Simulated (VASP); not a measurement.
Input of a VASP 6.6.1 run:

File INCAR:

```
PREC = Accurate
ENCUT = 520
EDIFF = 1E-6
ISMEAR = 0
SIGMA = 0.1
LREAL = F
LASPH = T
NELM = 100
ALGO = Normal
ISIF = 2
LWAVE = F
LCHARG = F
LDIPOL = T
IDIPOL = 3
DIPOL = 0.5 0.5 0.348
GGA = PE
NBANDS = 24
```

Contents of KPOINTS:

```
regular mesh
0
Gamma
  9 9 1
```

The input POSCAR:

```
HPt3
1.0
    2.8071640668      0.0000000000      0.0000000000
    0.0000000000      2.8071640668      0.0000000000
    0.0000000000      0.0000000000     19.3513900635
Pt H
3 1
Direct
    0.5000000000      0.5000000000      0.2067034971
    0.0000000000      0.0000000000      0.3062505493
    0.5000000000      0.5000000000      0.4057274458
    0.5000000000      0.8333333333      0.4725219561
```

Potentials or basis: VASP PAW PBE potentials, release 64 (Pt, H).

Run with:

```console
$ cat potpaw_PBE.64/Pt/POTCAR potpaw_PBE.64/H/POTCAR > POTCAR
$ mpirun -np 1 vasp_std > vasp.out
```

(1) What does it give for the band gap on the k mesh?

(2) What does it give for the largest force?

Results:

(1) zero (an odd number of electrons rules out a gap without spin polarisation).

(2) 0.621 eV/Å.

Caveat: spin-orbit coupling is left out, which moves the levels of the heavy elements.
